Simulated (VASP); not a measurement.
# NaHF2 (R-3m) in VASP: single point with r2SCAN

Aim: the single point of NaHF2 with r2SCAN.

Everything below comes from runs of VASP 6.6.1. Logs are shortened: lines on timing, memory, paths and dates and some standing lists are left out, and cuts for length are marked.

### 1 The cell of the first run

The structure is trigonal, space group R-3m (No. 166). The conventional cell has a = 3.457 Å, b = 3.457 Å, c = 13.917 Å, α = 90.00°, β = 90.00°, γ = 120.00°. Na (site symmetry -3m) has 6 F at 2.26 Å and 6 H at 3.06 Å within 3.1 Å. Within 1.7 Å of H (site symmetry -3m) lie 2 F at 1.25 Å. Within 1.7 Å of F (site symmetry 3m) lie 1 H at 1.25 Å.

### 2 Single point, r2SCAN

The input, POSCAR:

```
NaHF2
1.0
    1.7284452171      0.9979183114      4.6388706988
   -1.7284452171      0.9979183114      4.6388706988
    0.0000000000     -1.9958366228      4.6388706988
Na H F
1 1 2
Direct
    0.0000000000      0.0000000000      0.0000000000
    0.5000000000      0.5000000000      0.5000000000
    0.4100000000      0.4100000000      0.4100000000
    0.5900000000      0.5900000000      0.5900000000
```

The input, INCAR.step1:

```
  ALGO = Normal
  EDIFF = 1E-4
  ENCUT = 520
  GGA = PE
  ISMEAR = 0
  LASPH = T
  LCHARG = F
  LREAL = F
  LWAVE = T
  NBANDS = 19
  NELM = 60
  PREC = Accurate
  SIGMA = 0.05
```

The input, INCAR.step2:

```
  ALGO = Normal
  EDIFF = 1E-6
  ENCUT = 520
  ISIF = 2
  ISMEAR = 0
  ISTART = 1
  LASPH = T
  LCHARG = F
  LMIXTAU = T
  LREAL = F
  LWAVE = F
  METAGGA = R2SCAN
  NBANDS = 19
  NELM = 60
  PREC = Accurate
  SIGMA = 0.05
```

The input, KPOINTS:

```
k-points
0
Gamma
  12 12 12
```

Potentials or basis: VASP PAW PBE potentials, release 64 (Na_pv, H, F).

Launch:

```bash
cat potpaw_PBE.64/Na_pv/POTCAR potpaw_PBE.64/H/POTCAR potpaw_PBE.64/F/POTCAR > POTCAR
cp INCAR.step1 INCAR
mpirun -np 1 vasp_std > vasp.out
cp INCAR.step2 INCAR
mpirun -np 1 vasp_std > vasp.out
```

OUTCAR:

```text
EDIFF = 1E-6
   ENCUT = 520
   ISIF = 2
   ISMEAR = 0
   ISTART = 1
   LASPH = T
   LREAL = F
   METAGGA = R2SCAN
   NELM = 60
   PREC = Accurate

 ion  position               nearest neighbor table
   1  0.000  0.000  0.000-   4 2.26   4 2.26   3 2.26   3 2.26   4 2.26   3 2.26
   2  0.500  0.500  0.500-   3 1.25   4 1.25
   3  0.410  0.410  0.410-   2 1.25   1 2.26   1 2.26   1 2.26
   4  0.590  0.590  0.590-   2 1.25   1 2.26   1 2.26   1 2.26

  LATTYP: Found a trigonal (rhomboedric) cell.
 ALAT       =     5.0499985332
 COS(alpha) =     0.7657073146

  Lattice vectors:

 A1 = (   1.7284452171,   0.9979183114,   4.6388706988)
 A2 = (  -1.7284452171,   0.9979183114,   4.6388706988)
 A3 = (   0.0000000000,  -1.9958366228,   4.6388706988)

Analysis of symmetry for initial positions (statically):
=====================================================================
 Subroutine PRICEL returns:
 Original cell was already a primitive cell.

 Routine SETGRP: Setting up the symmetry group for a
 trigonal (rhombohedral) supercell.

 Subroutine GETGRP returns: Found 12 space group operations
 (whereof 12 operations were pure point group operations)
 out of a pool of 12 trial point group operations.

The static configuration has the point symmetry D_3d.

Analysis of symmetry for dynamics (positions and initial velocities):
=====================================================================
 Subroutine PRICEL returns:
 Original cell was already a primitive cell.

 Routine SETGRP: Setting up the symmetry group for a
 trigonal (rhombohedral) supercell.

 Subroutine GETGRP returns: Found 12 space group operations
 (whereof 12 operations were pure point group operations)
 out of a pool of 12 trial point group operations.

The dynamic configuration has the point symmetry D_3d.

 Subroutine INISYM returns: Found 12 space group operations
 (whereof 12 operations are pure point group operations),
 and found     1 'primitive' translations

----------------------------------------------------------------------------------------

                                     Primitive cell

  volume of cell :      48.0081

  direct lattice vectors                    reciprocal lattice vectors
     1.728445217  0.997918311  4.638870699     0.289277320  0.167014339  0.071856569
    -1.728445217  0.997918311  4.638870699    -0.289277320  0.167014339  0.071856569
     0.000000000 -1.995836623  4.638870699     0.000000000 -0.334028677  0.071856569

  length of vectors
     5.049998533  5.049998533  5.049998533     0.341670197  0.341670197  0.341670197

  position of ions in fractional coordinates (direct lattice)
     0.000000000  0.000000000  0.000000000
     0.500000000  0.500000000  0.500000000
     0.410000000  0.410000000  0.410000000
     0.590000000  0.590000000  0.590000000

  ion indices of the primitive-cell ions
   primitive index   ion index
                 1           1
                 2           2
                 3           3
                 4           4

----------------------------------------------------------------------------------------

 KPOINTS: k-points

Automatic generation of k-mesh.
 Grid dimensions read from file:
 generate k-points for:   12   12   12

 Generating k-lattice:

  Cartesian coordinates                     Fractional coordinates (reciprocal lattice)
     0.024106443  0.013917862  0.005988047     0.083333333 -0.000000000  0.000000000
    -0.024106443  0.013917862  0.005988047    -0.000000000  0.083333333  0.000000000
     0.000000000 -0.027835723  0.005988047     0.000000000  0.000000000  0.083333333

  Length of vectors
     0.028472516  0.028472516  0.028472516

  Shift w.r.t. Gamma in fractional coordinates (k-lattice)
     0.000000000  0.000000000  0.000000000

 Subroutine IBZKPT returns following result:
 ===========================================

 Found    189 irreducible k-points:

 Following reciprocal coordinates:
            Coordinates               Weight
  0.000000  0.000000  0.000000      1.000000
  0.083333  0.000000  0.000000      6.000000
  0.166667  0.000000  0.000000      6.000000
  0.250000  0.000000 -0.000000      6.000000
  0.333333 -0.000000  0.000000      6.000000
  0.416667  0.000000 -0.000000      6.000000
[... 16 lines left out ...]
  0.500000  0.166667  0.000000     12.000000
 -0.416667  0.166667  0.000000     12.000000
 [... further k-points ...]
   k-points           NKPTS =    189   k-points in BZ     NKDIM =    189   number of bands    NBANDS=     19
   number of dos      NEDOS =    301   number of ions     NIONS =      4
   total plane-waves  NPLWV =  64000
   dimension x,y,z NGX =    40 NGY =   40 NGZ =   40
   dimension x,y,z NGXF=    80 NGYF=   80 NGZF=   80
   ions per type =               1   1   2
   NGX,Y,Z   is equivalent  to a cutoff of  13.17, 13.17, 13.17 a.u.
   NGXF,Y,Z  is equivalent  to a cutoff of  26.34, 26.34, 26.34 a.u.
 SYSTEM =  unknown system
   PREC   = accura    normal or accurate (medium, high low for compatibility)
   ISTART =      1    job   : 0-new  1-cont  2-samecut
   ICHARG =      0    charge: 1-file 2-atom 10-const
   ISPIN  =      1    spin polarized calculation?
   LNONCOLLINEAR =      F non collinear calculations
   LSORBIT =      F    spin-orbit coupling
   LASPH  =      T    aspherical Exc in radial PAW
   ENCUT  =  520.0 eV  38.22 Ry    6.18 a.u.   9.39  9.39  9.39*2*pi/ulx,y,z
   NELM   =     60;   NELMIN=  2; NELMDL=  0     # of ELM steps
   EDIFF  = 0.1E-05   stopping-criterion for ELM
   LREAL  =      F    real-space projection
   EDIFFG = 0.1E-04   stopping-criterion for IOM
   NSW    =      0    number of steps for IOM
   IBRION =     -1    ionic relax: 0-MD 1-quasi-New 2-CG
   NFREE  =      0    steps in history (QN), initial steepest desc. (CG)
   ISIF   =      2    stress and relaxation
   ISYM   =      2    0-nonsym 1-usesym 2-fastsym
   POTIM  = 0.5000    time-step for ionic-motion
   TEBEG  =    0.0;   TEEND  =   0.0 temperature during run
   PSTRESS=    0.0 pullay stress
   NELECT =      22.0000    total number of electrons
   NUPDOWN=      -1.0000    fix difference up-down
   EMIN   =  10.00;   EMAX   =-10.00  energy-range for DOS
   EFERMI =   0.00;   METHOD = LEGACY
   ISMEAR =     0;   SIGMA  =   0.05  broadening in eV -4-tet -1-fermi 0-gaus
   EFERMI_NEDOS =   21; number of points for ismear=-14 and -15
   IALGO  =     38    algorithm
   IMIX   =      4    mixing-type and parameters
     AMIX     =   0.40;   BMIX     =  1.00
     AMIX_MAG =   1.60;   BMIX_MAG =  1.00
  volume/ion in A,a.u.               =      12.00        80.99
  Fermi-wavevector in a.u.,A,eV,Ry     =   1.262150  2.385118 21.674393  1.593023
  Thomas-Fermi vector in A             =   2.395573
   LORBIT       =      0    0 simple, 1 ext, 2 COOP (PROOUT), +10 PAW based schemes
   METAGGA = R2SCAN    functional components
   LHFCALC =     F    Hartree Fock is set to
   AEXX    =    0.0000 exact exchange contribution
   IVDW    =     0    specifies the selected vdW correction
   LEPSILON=     F    determine dielectric tensor
   LRPA    =     F    only Hartree local field effects (RPA)
 non-spin polarized calculation
 Gauss-broadening in eV      SIGMA  =   0.05
  energy-cutoff  :      520.00
  volume of cell :       48.01
 maximum number of plane-waves:      1318
 NGX is ok and might be reduce to    40
   NGX = 19   NGY = 19   NGZ = 19

 number of electron      21.9999997 magnetization

 Free energy of the ion-electron system (eV)
  ---------------------------------------------------
  ext. energy  EPLUGINS =         0.00000000
  ---------------------------------------------------
  free energy    TOTEN  =       -22.48329672 eV

  energy without entropy =      -22.48329672  energy(sigma->0) =      -22.48329672

 E-fermi :  -4.3432     XC(G=0):  -8.6083

 val. band max:       -4.5837610208   @ k =   0.5000   0.5000   0.5000
 cond. band min:       2.8084330359   @ k =   0.0000   0.0000   0.0000
 fundamental gap:      7.3921940567
 Fermi energy:        -4.3432160216

 k-point     1 :       0.0000    0.0000    0.0000
  band No.  band energies     occupation
      1     -25.7336      2.00000
      2     -25.0324      2.00000
      3     -23.2517      2.00000
      4     -23.2517      2.00000
      5     -23.1318      2.00000
      6      -8.9840      2.00000
[... 11 lines left out ...]
     18      18.0907      0.00000
     19      18.0907      0.00000

 k-point     2 :       0.0833    0.0000    0.0000
  band No.  band energies     occupation
      1     -25.7354      2.00000
      2     -25.0248      2.00000
      3     -23.2530      2.00000
      4     -23.2445      2.00000
      5     -23.1418      2.00000
      6      -8.9589      2.00000
[... 11 lines left out ...]
     18      17.4317      0.00000
     19      17.9653      0.00000

 k-point     3 :       0.1667    0.0000    0.0000
  band No.  band energies     occupation
      1     -25.7398      2.00000
      2     -25.0033      2.00000
      3     -23.2565      2.00000
      4     -23.2271      2.00000
      5     -23.1669      2.00000
      6      -8.8894      2.00000
[... 11 lines left out ...]
     18      16.2377      0.00000
     19      17.7224      0.00000

 k-point     4 :       0.2500    0.0000   -0.0000
  band No.  band energies     occupation
      1     -25.7454      2.00000
      2     -24.9726      2.00000
      3     -23.2613      2.00000
      4     -23.2298      2.00000
      5     -23.1760      2.00000
      6      -8.7923      2.00000
[... 407 lines left out ...]
     18      15.5492      0.00000
     19      17.0081      0.00000

 k-point    23 :       0.5000    0.1667    0.0000
  band No.  band energies     occupation
      1     -25.7103      2.00000
      2     -24.9793      2.00000
      3     -23.3041      2.00000
      4     -23.2265      2.00000
      5     -23.1480      2.00000
      6      -8.5568      2.00000
[... 11 lines left out ...]
     18      15.4640      0.00000
     19      17.1435      0.00000

 k-point    24 :      -0.4167    0.1667    0.0000
  band No.  band energies     occupation
      1     -25.7159      2.00000
      2     -24.9671      2.00000
      3     -23.3078      2.00000
      4     -23.2309      2.00000
      5     -23.1432      2.00000
      6      -8.5565      2.00000
[... 11 lines left out ...]
     18      15.5143      0.00000
     19      16.8017      0.00000

 [... further k-points ...]
[... 5 lines left out ...]
  --------------------------------------------------------------------------------------
  -------------------------------------------------------------------------------------
  Total        0.0344418      0.0344418     -5.1646035      0.0000000     -0.0000000      0.0000000
  in kB        1.1494285      1.1494285   -172.3587897      0.0000000     -0.0000000      0.0000000
  external PRESSURE =     -56.6866442 kB  Pullay stress =       0.0000000 kB

 VOLUME and BASIS-vectors are now :
 -----------------------------------------------------------------------------
  energy-cutoff  :      520.00
  volume of cell :       48.01
      direct lattice vectors                 reciprocal lattice vectors
     1.728445217  0.997918311  4.638870699     0.289277320  0.167014339  0.071856569
    -1.728445217  0.997918311  4.638870699    -0.289277320  0.167014339  0.071856569
     0.000000000 -1.995836623  4.638870699     0.000000000 -0.334028677  0.071856569

 POSITION                                       TOTAL-FORCE (eV/Angst)
 -----------------------------------------------------------------------------------
      0.00000      0.00000      0.00000        -0.000000      0.000000     -0.000000
      0.00000      0.00000      6.95831         0.000000      0.000000     -0.000000
      0.00000      0.00000      5.70581        -0.000000     -0.000000      2.388995
      0.00000      0.00000      8.21080        -0.000000      0.000000     -2.388995
 -----------------------------------------------------------------------------------
    total drift:                                0.000000      0.000000     -0.000000

  FREE ENERGIE OF THE ION-ELECTRON SYSTEM (eV)
  ---------------------------------------------------
  free  energy   TOTEN  =       -22.4832967250 eV

  energy  without entropy=      -22.4832967250  energy(sigma->0) =      -22.48329672
```

Run time: 14 min. Hardware: 1 thread of AMD EPYC 7R13 (Zen 3), shared host; peak memory 0.32 GiB.

Results:

* Free energy: -22.4833 eV
* Pressure: -5.7 GPa
* Largest force: 2.389 eV/Å
* Band gap on the k mesh: 7.39 eV (least direct gap 7.59 eV)

Forces in eV/Å, atoms in the order of the input:
```
Na   0.000  0.000  0.000
H    0.000  0.000  0.000
F    0.000  0.000  2.389
F    0.000  0.000 -2.389
```

Levels at points of the mesh, in eV from the valence-band top:
```csv
k point,band 9,band 10,band 11,band 12,band 13,band 14
"(0.00, 0.00, 0.00)",-0.30,-0.30,-0.20,7.39,14.14,15.41
"(0.50, 0.00, 0.00)",-0.46,-0.40,-0.35,11.14,12.20,16.09
"(0.50, 0.50, 0.00)",-0.72,-0.49,-0.13,12.07,12.32,14.50
"(0.50, 0.50, 0.50)",-0.61,0.00,0.00,9.06,11.16,14.72
```

Caveat: the stress differs along the axes, from -17 to 0 GPa; the PAW data sets were made with another functional, which shifts forces and pressure a little. A k mesh can miss the band edges.
